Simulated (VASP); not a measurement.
Input of a VASP 6.6.1 run:

Contents of INCAR:

```
SYSTEM = Rh
PREC     = Accurate       ! precision mode
ENCUT    = 520            ! plane-wave cutoff, eV
EDIFF    = 1E-7           ! SCF threshold, eV
ISMEAR   = -1             ! smearing method
SIGMA    = 0.06122561905347299 ! smearing width, eV
LREAL    = .False.        ! projectors in reciprocal space
LASPH    = .True.         ! aspherical terms in the spheres
NELM     = 60             ! most SCF steps
ALGO     = Normal         ! electronic algorithm
ISIF     = 2              ! what is computed and relaxed
LWAVE    = .False.        ! write WAVECAR
LCHARG   = .False.        ! write CHGCAR
GGA      = PE             ! functional
NBANDS   = 14             ! bands
```

File KPOINTS:

```
regular mesh
0
Gamma
  50 50 50
  0 0 0
```

File POSCAR:

```
Rh
1.0
   -1.5146556309      1.5146556309      1.5146556309
    1.5146556309     -1.5146556309      1.5146556309
    1.5146556309      1.5146556309     -1.5146556309
Rh
1
Direct
    0.0000000000      0.0000000000      0.0000000000
```

Potentials or basis: VASP PAW PBE potentials, release 64 (Rh_pv).

The run is started by

```sh
$ cat potpaw_PBE.64/Rh_pv/POTCAR > POTCAR
$ mpirun -np 1 vasp_std > vasp.out
```

Problem. Predict the band gap on the k mesh.

Solution. Zero (an odd number of electrons rules out a gap without spin polarisation).

Problem. Predict the pressure.

Solution. 10.6 GPa.

Caveat: the cell stands under pressure.
